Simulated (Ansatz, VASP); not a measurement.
Sn2Te3Pt: VASP beside Ansatz

```
CELL_PARAMETERS angstrom
5.78826 0.00000 0.00000
-2.89413 5.01278 0.00000
0.00000 0.00000 6.34942
ATOMIC_POSITIONS crystal
Sn 0.66667 0.33333 0.00000
Sn 0.33333 0.66667 0.00000
Te 0.00000 0.50000 0.50000
Te 0.50000 0.00000 0.50000
Te 0.50000 0.50000 0.50000
Pt 0.00000 0.00000 0.00000
```

Change from the starting cell: species swapped into the LaAl2Ag3 type (P6/mmm, No. 191).

Alike in both runs: functional PBE; k mesh 6 × 6 × 8; occupations gaussian, width 0.1 eV; no spin polarisation.

Ansatz relaxed the structure, and its values are those at the end. VASP's run is a single point on that final structure, the one shown.

|  | VASP | Ansatz |
| --- | --- | --- |
| version | VASP 6.6.1 | Ansatz 0.2.0 |
| potentials or method | VASP PAW PBE potentials, release 64 (Sn_d, Te, Pt), cutoff 520 eV | scalar-relativistic, plane waves, PAW |
| valence electrons in the cell | 56 | 94 |

```tsv
	VASP	Ansatz	Ansatz less VASP
gap on the k mesh at the Fermi level (eV)	none	none	-
pressure (GPa)	0.0	0.0	+0.03
```

A gap of «none» marks a metal or a gap that the smearing closes. VASP's potentials hold 56 valence electrons a cell and Ansatz's 94, so a difference there can come from the potentials and not from the codes.

Neither program's run includes spin-orbit coupling.
